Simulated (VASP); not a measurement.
**P: single point with HSE06**

The system is P, a slab with vacuum.

```xyz
4
Lattice="4.6275 0.0000 0.0000 0.0000 3.2260 0.0000 0.0000 0.0000 27.8196" Properties=species:S:1:pos:R:3 pbc="T T T"
P     0.4175    0.0000   10.5447
P     1.8963    1.6130   10.5447
P     2.7312    1.6130    8.4553
P     4.2100    0.0000    8.4553
```

This cell differs from its parent crystal: uniaxial y strain -2.0%.

```
Program                            : VASP 6.6.1
Task                               : single point
Functional                         : HSE06
Potentials or basis                : VASP PAW PBE potentials, release 64 (P)
Cutoff                             : 520 eV
k mesh                             : 4 × 6 × 1
Occupations                        : gaussian, width 0.01 eV
Spin                               : no spin polarisation
Dipole correction                  : yes
Grid for exact exchange (PRECFOCK) : Normal
Further INCAR settings             : ALGO = Normal; EDIFF = 1e-07; NBANDS = 18
Share of exact exchange            : 0.25
Screening parameter                : 0.2079 1/Å
```

| Quantity | Value |
| --- | --- |
| Largest force | 0.195 eV/Å |
| Band gap on the k mesh | 1.49 eV |

Forces in eV/Å, atoms in the order of the input:
```
P    0.000  0.000 -0.195
P    0.000  0.000 -0.195
P    0.000  0.000  0.195
P    0.000  0.000  0.195
```

Levels at points of the mesh, in eV from the valence-band top:
```csv
k point,band 8,band 9,band 10,band 11,band 12,band 13
"(0.00, 0.00, 0.00)",-1.92,-1.75,0.00,1.49,2.63,3.93
"(0.50, 0.00, 0.00)",-2.61,-1.43,-1.43,3.22,3.22,4.51
"(0.00, 0.50, 0.00)",-3.04,-2.12,-2.12,1.92,1.92,2.90
"(0.50, 0.50, 0.00)",-5.04,-1.21,-1.21,3.17,3.17,4.73
```

Run time: 51 min on 1 thread of Intel(R) Xeon(R) Platinum 8488C (Sapphire Rapids), on a shared host, peak memory 0.63 GiB.

Caveat: the cell differs from its parent crystal (uniaxial y strain -2.0%); the PAW data sets were made with another functional, which shifts forces and pressure a little.
